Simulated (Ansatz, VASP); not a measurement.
**PbSe in VASP and in Ansatz**

```
CELL_PARAMETERS angstrom
0.00000 11.99937 3.11776
3.11783 0.00000 3.11776
3.11783 11.99937 0.00000
ATOMIC_POSITIONS crystal
Pb 0.18435 0.79954 0.20046
Pb 0.79954 0.18435 0.81565
Se 0.68088 0.30123 0.69877
Se 0.30123 0.68088 0.31912
```

Alike in both runs: functional PBE; k mesh 8 × 8 × 8; occupations gaussian, width 0.05 eV; no spin polarisation.

Ansatz relaxed the structure, and its values are those at the end. VASP's run is a single point on that final structure, the one shown.

|  | VASP | Ansatz |
| --- | --- | --- |
| version | VASP 6.6.1 | Ansatz 0.2.0 |
| potentials or method | VASP PAW PBE potentials, release 64 (Pb_d, Se), cutoff 520 eV | scalar-relativistic, plane waves, PAW |
| valence electrons in the cell | 40 | 60 |

Ansatz gave:

| Property | Result |
| --- | --- |
| gap on the k mesh at the Fermi level (eV) | 1.54 |
| least direct gap on the mesh (eV) | 1.58 |
| pressure (GPa) | 0.0 |
| rms of the force components (eV/Å) | 0.001 |

**Question.** Estimate VASP's values.

**Answer.** gap on the k mesh at the Fermi level (eV): 1.55; least direct gap on the mesh (eV): 1.58; pressure (GPa): 0.0; rms of the force components (eV/Å): 0.005.

VASP's potentials hold 40 valence electrons a cell and Ansatz's 60, so a difference there can come from the potentials and not from the codes.

Spin-orbit coupling is off throughout.
